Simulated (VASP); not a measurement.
# SiC (Cm) in VASP: further runs, part 2 of 2

VASP 6.6.1. Earlier steps stand in the parts before.

## (3) Single point, r2SCAN (atom 1 (Si) moved by (-0.225, +0.225) A along [1 1 0] and z)

POSCAR reads:

```
SiC
1.0
    0.0000000000      2.1740000000      2.1740000000
    2.1740000000      0.0000000000      2.1740000000
    2.1740000000      2.1740000000      0.0000000000
Si C
1 1
Direct
    0.0517479301      0.0517479301     -0.1249305546
    0.7500000000      0.7500000000      0.7500000000
```

INCAR.step1 reads:

```
SYSTEM = SiC
PREC     = Accurate       ! precision mode
ENCUT    = 520            ! plane-wave cutoff, eV
ISMEAR   = 0              ! smearing method
SIGMA    = 0.05           ! smearing width, eV
LREAL    = .FALSE.        ! projectors in reciprocal space
LASPH    = .TRUE.         ! aspherical terms in the spheres
NELM     = 80             ! most SCF steps
NBANDS   = 11             ! bands
GGA      = PE             ! functional
ALGO     = Normal         ! electronic algorithm
EDIFF    = 1E-4           ! SCF threshold, eV
LWAVE    = .TRUE.         ! write WAVECAR
LCHARG   = .FALSE.        ! write CHGCAR
```

INCAR.step2 reads:

```
SYSTEM = SiC
PREC     = Accurate       ! precision mode
ENCUT    = 520            ! plane-wave cutoff, eV
EDIFF    = 1E-6           ! SCF threshold, eV
ISMEAR   = 0              ! smearing method
SIGMA    = 0.05           ! smearing width, eV
LREAL    = .FALSE.        ! projectors in reciprocal space
LASPH    = .TRUE.         ! aspherical terms in the spheres
NELM     = 80             ! most SCF steps
ALGO     = Normal         ! electronic algorithm
ISIF     = 2              ! what is computed and relaxed
LWAVE    = .FALSE.        ! write WAVECAR
LCHARG   = .FALSE.        ! write CHGCAR
METAGGA  = R2SCAN         ! meta-GGA
LMIXTAU  = .TRUE.       
NBANDS   = 11             ! bands
ISTART   = 1
```

KPOINTS reads:

```
regular mesh
0
G
  12 12 12
  0 0 0
```

Potentials or basis: VASP PAW PBE potentials, release 64 (Si, C).

Command:

```sh
$ cat potpaw_PBE.64/Si/POTCAR potpaw_PBE.64/C/POTCAR > POTCAR
$ cp INCAR.step1 INCAR
$ mpirun -np 1 vasp_std > vasp.out
$ cp INCAR.step2 INCAR
$ mpirun -np 1 vasp_std > vasp.out
```

OUTCAR:

```text
SYSTEM = SiC
   PREC = Accurate
   ENCUT = 520
   EDIFF = 1E-6
   ISMEAR = 0
   LREAL = .FALSE.
   LASPH = .TRUE.
   NELM = 80
   ISIF = 2
   METAGGA = R2SCAN
   ISTART = 1

 ion  position               nearest neighbor table
   1  0.052  0.052  0.875-   2 1.78   2 1.78   2 1.86   2 2.20
   2  0.750  0.750  0.750-   1 1.78   1 1.78   1 1.86   1 2.20

  LATTYP: Found a face centered cubic cell.
 ALAT       =     4.3480000000

  Lattice vectors:

 A1 = (   0.0000000000,   2.1740000000,   2.1740000000)
 A2 = (   2.1740000000,   0.0000000000,   2.1740000000)
 A3 = (   2.1740000000,   2.1740000000,   0.0000000000)

Analysis of symmetry for initial positions (statically):
=====================================================================
 Subroutine PRICEL returns:
 Original cell was already a primitive cell.

 Routine SETGRP: Setting up the symmetry group for a
 face centered cubic supercell.

 Subroutine GETGRP returns: Found  2 space group operations
 (whereof  2 operations were pure point group operations)
 out of a pool of 48 trial point group operations.

The static configuration has the point symmetry C_1h.

Analysis of symmetry for dynamics (positions and initial velocities):
=====================================================================
 Subroutine PRICEL returns:
 Original cell was already a primitive cell.

 Routine SETGRP: Setting up the symmetry group for a
 face centered cubic supercell.

 Subroutine GETGRP returns: Found  2 space group operations
 (whereof  2 operations were pure point group operations)
 out of a pool of 48 trial point group operations.

The dynamic configuration has the point symmetry C_1h.

 Subroutine INISYM returns: Found  2 space group operations
 (whereof  2 operations are pure point group operations),
 and found     1 'primitive' translations

----------------------------------------------------------------------------------------

                                     Primitive cell

  volume of cell :      20.5498
[... 112 lines left out ...]
  Thomas-Fermi vector in A             =   2.331336
   LORBIT       =      0    0 simple, 1 ext, 2 COOP (PROOUT), +10 PAW based schemes
   METAGGA = R2SCAN    functional components
   LHFCALC =     F    Hartree Fock is set to
   AEXX    =    0.0000 exact exchange contribution
   IVDW    =     0    specifies the selected vdW correction
   LEPSILON=     F    determine dielectric tensor
   LRPA    =     F    only Hartree local field effects (RPA)
 non-spin polarized calculation
 Gauss-broadening in eV      SIGMA  =   0.05
  energy-cutoff  :      520.00
  volume of cell :       20.55
 maximum number of plane-waves:       568
   NGX = 11   NGY = 11   NGZ = 11

 number of electron       8.0000000 magnetization

 Free energy of the ion-electron system (eV)
  ---------------------------------------------------
  ext. energy  EPLUGINS =         0.00000000
  ---------------------------------------------------
  free energy    TOTEN  =       -18.66607794 eV

  energy without entropy =      -18.66606520  energy(sigma->0) =      -18.66607157

 E-fermi :   9.4861     XC(G=0): -11.9716

 val. band max:        9.4355939518   @ k =   0.0000   0.0000   0.0000
 cond. band min:       9.5489667560   @ k =   0.0000   0.5000   0.5000
 fundamental gap:      0.1133728042
 Fermi energy:         9.4861350350

 k-point     1 :       0.0000    0.0000    0.0000
  band No.  band energies     occupation
      1      -8.2152      2.00000
      2       6.9493      2.00000
      3       7.4643      2.00000
      4       9.4356      1.84714
      5      14.4496      0.00000
      6      16.0695      0.00000
      7      16.2222      0.00000
      8      16.4049      0.00000
      9      23.1734      0.00000
     10      23.2271      0.00000
     11      24.2223      0.00000
[... 309 lines left out ...]
 k-point    24 :       0.0833    0.0000    0.1667
  band No.  band energies     occupation
      1      -7.7116      2.00000
      2       6.3892      2.00000
      3       6.8731      2.00000
      4       7.3927      2.00000
      5      15.0104      0.00000
      6      15.9306      0.00000
      7      16.8248      0.00000
      8      17.1877      0.00000
      9      20.9476      0.00000
     10      23.7861      0.00000
     11      24.9063      0.00000

 [... further k-points ...]
[... 5 lines left out ...]
  --------------------------------------------------------------------------------------
  -------------------------------------------------------------------------------------
  Total        1.3444672      1.3444672      0.6954816     -1.0227764      0.1651648      0.1651650
  in kB      104.8219375    104.8219375     54.2235099    -79.7411780     12.8771426     12.8771578
  external PRESSURE =      87.9557950 kB  Pullay stress =       0.0000000 kB

 VOLUME and BASIS-vectors are now :
 -----------------------------------------------------------------------------
  energy-cutoff  :      520.00
  volume of cell :       20.55
      direct lattice vectors                 reciprocal lattice vectors
     0.000000000  2.174000000  2.174000000    -0.229990800  0.229990800  0.229990800
     2.174000000  0.000000000  2.174000000     0.229990800 -0.229990800  0.229990800
     2.174000000  2.174000000  0.000000000     0.229990800  0.229990800 -0.229990800

 POSITION                                       TOTAL-FORCE (eV/Angst)
 -----------------------------------------------------------------------------------
      2.01490      2.01490      0.22500         1.128547      1.128547     -2.947535
      3.26100      3.26100      3.26100        -1.128547     -1.128547      2.947535
 -----------------------------------------------------------------------------------
    total drift:                               -0.000076     -0.000076      0.000041

  FREE ENERGIE OF THE ION-ELECTRON SYSTEM (eV)
  ---------------------------------------------------
  free  energy   TOTEN  =       -18.6660779353 eV

  energy  without entropy=      -18.6660651992  energy(sigma->0) =      -18.66607157
```

OUTCAR.step1:

```text
SYSTEM = SiC
   PREC = Accurate
   ENCUT = 520
   ISMEAR = 0
   LREAL = .FALSE.
   LASPH = .TRUE.
[... 557 lines left out ...]
      2.01490      2.01490      0.22500         1.059815      1.059815     -2.849209
      3.26100      3.26100      3.26100        -1.059815     -1.059815      2.849209
 -----------------------------------------------------------------------------------
    total drift:                                0.000879      0.000879     -0.002473

  FREE ENERGIE OF THE ION-ELECTRON SYSTEM (eV)
  ---------------------------------------------------
  free  energy   TOTEN  =       -14.4140479739 eV

  energy  without entropy=      -14.4139309227  energy(sigma->0) =      -14.41398945
```

It took 3.7 min on 1 thread of Intel Xeon Platinum 8488C (Sapphire Rapids), shared host; peak memory 0.22 GiB.

Results:

* Free energy: -18.6661 eV
* Pressure: 8.8 GPa
* Largest force: 3.352 eV/Å
* Band gap on the k mesh: 0.11 eV, indirect (least direct gap 4.18 eV)

Forces on the atoms (eV/Å):
```
Si   1.129  1.129 -2.948
C   -1.129 -1.129  2.948
```

Stress tensor (GPa, compression positive):
```
10.48 -7.97  1.29
-7.97 10.48  1.29
 1.29  1.29  5.42
```

Levels at points of the mesh, in eV from the valence-band top:
| k point | band 2 | band 3 | band 4 | band 5 | band 6 | band 7 |
| --- | --- | --- | --- | --- | --- | --- |
| (0.00, 0.00, 0.00) | -2.49 | -1.97 | 0.00 | 5.01 | 6.63 | 6.79 |
| (0.50, 0.00, 0.00) | -10.67 | -3.24 | -1.19 | 4.09 | 5.67 | 7.76 |
| (0.00, 0.00, 0.50) | -9.33 | -3.31 | -2.79 | 4.78 | 5.68 | 6.16 |
| (0.50, 0.50, 0.50) | -10.39 | -3.54 | -1.13 | 4.01 | 5.58 | 7.72 |
| (0.50, 0.50, 0.00) | -9.44 | -5.34 | -4.06 | 0.16 | 3.24 | 13.88 |
| (0.00, 0.50, 0.50) | -9.56 | -5.10 | -4.06 | 0.11 | 3.08 | 13.62 |

Caveat: the cell differs from its parent crystal (atom 1 (Si) moved by (-0.225, +0.225) A along [1 1 0] and z); the PAW data sets were made with another functional, which shifts forces and pressure a little. A k mesh can miss the band edges.
